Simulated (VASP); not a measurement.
Set up this calculation in VASP 6.6.1, as the native input.

```
Task                   : single point
Functional             : LDA
Potentials or basis    : VASP PAW LDA potentials, release 64 (Nb_sv)
Cutoff                 : 520 eV
k mesh                 : 14 × 14 × 14
Occupations            : gaussian, width 0.2 eV
Spin                   : no spin polarisation
Dipole correction      : no
Further INCAR settings : ALGO = Normal; EDIFF = 1e-06; NBANDS = 12
```

The structure of Nb lies in POSCAR:

```
Nb
1.0
   -1.6231103068      1.6231103068      1.6231103068
    1.6231103068     -1.6231103068      1.6231103068
    1.6231103068      1.6231103068     -1.6231103068
Nb
1
Direct
    0.0000000000      0.0000000000      0.0000000000
```

These files were run (other wordings do the same):

INCAR

```
PREC     = Accurate       # precision mode
ENCUT    = 520            # plane-wave cutoff, eV
EDIFF    = 1E-6           # SCF threshold, eV
ISMEAR   = 0              # smearing method
SIGMA    = 0.2            # smearing width, eV
LREAL    = False          # projectors in reciprocal space
LASPH    = True           # aspherical terms in the spheres
NELM     = 80             # most SCF steps
ALGO     = Normal         # electronic algorithm
ISIF     = 2              # what is computed and relaxed
LWAVE    = False          # write WAVECAR
LCHARG   = False          # write CHGCAR
NBANDS   = 12             # bands
```

KPOINTS

```
Automatic mesh
0
Gamma
  14 14 14
```

Potentials or basis: VASP PAW LDA potentials, release 64 (Nb_sv).

The run is started by

```console
$ cat potpaw_LDA.64/Nb_sv/POTCAR > POTCAR
$ mpirun -np 1 vasp_std > vasp.out
```

Results of the run:

- Pressure: 0.2 GPa

It took 50 s on 1 thread of AMD EPYC 7R13, with other jobs on the host, peak memory 0.11 GiB.
